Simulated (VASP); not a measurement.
# SnO2 (Cassiterite): single point with PBE

Crystal: SnO2 (Cassiterite).

```xyz
6
Lattice="4.8270 0.0000 0.0000 0.0000 4.8270 0.0000 0.0000 0.0000 3.2383" Properties=species:S:1:pos:R:3 pbc="T T T"
Sn    2.4135    2.4135    1.6191
Sn    0.0000    0.0000    0.0000
O     3.8933    0.9337    1.6191
O     3.3472    3.3472    0.0000
O     0.9337    3.8933    1.6191
O     1.4798    1.4798    0.0000
```

```yaml
Program: VASP 6.6.1
Task: single point
Functional: PBE
Potentials_or_basis: VASP PAW PBE potentials, release 64 (Sn_d, O)
Cutoff: 520 eV
k_mesh: 6 × 6 × 8
Occupations: fermi-dirac, width 0.05 eV
Spin: no spin polarisation
```

- Pressure: 0.6 GPa
- Largest force: 0.016 eV/Å
- Band gap on the k mesh: 0.67 eV, direct

Forces on the atoms (eV/Å):
```
Sn   0.000  0.000  0.000
Sn   0.000  0.000  0.000
O   -0.011  0.011  0.000
O    0.011  0.011  0.000
O    0.011 -0.011  0.000
O   -0.011 -0.011  0.000
```

Stress tensor (GPa, compression positive):
```
0.54 0.00 0.00
0.00 0.54 0.00
0.00 0.00 0.81
```

Levels at points of the mesh, in eV from the valence-band top:
| k point | band 24 | band 25 | band 26 | band 27 | band 28 | band 29 |
| --- | --- | --- | --- | --- | --- | --- |
| (0.00, 0.00, 0.00) | -0.74 | -0.74 | 0.00 | 0.67 | 5.69 | 6.06 |
| (0.50, 0.00, 0.00) | -1.21 | -0.61 | -0.61 | 3.88 | 3.88 | 6.80 |
| (0.50, 0.50, 0.00) | -1.33 | -0.85 | -0.85 | 4.27 | 4.27 | 7.15 |
| (0.00, 0.00, 0.50) | -1.53 | -1.18 | -1.18 | 5.59 | 5.59 | 9.36 |
| (0.50, 0.00, 0.50) | -1.02 | -0.75 | -0.75 | 5.85 | 5.85 | 7.61 |
| (0.50, 0.50, 0.50) | -0.92 | -0.78 | -0.78 | 4.35 | 4.35 | 8.61 |

Wall time 40 s on 1 thread of Intel(R) Xeon(R) Platinum 8481C CPU @ 2.70GHz (Sapphire Rapids), on a shared host, peak memory 0.24 GiB.

Caveat: spin-orbit coupling is left out, which moves the levels of the heavy elements.
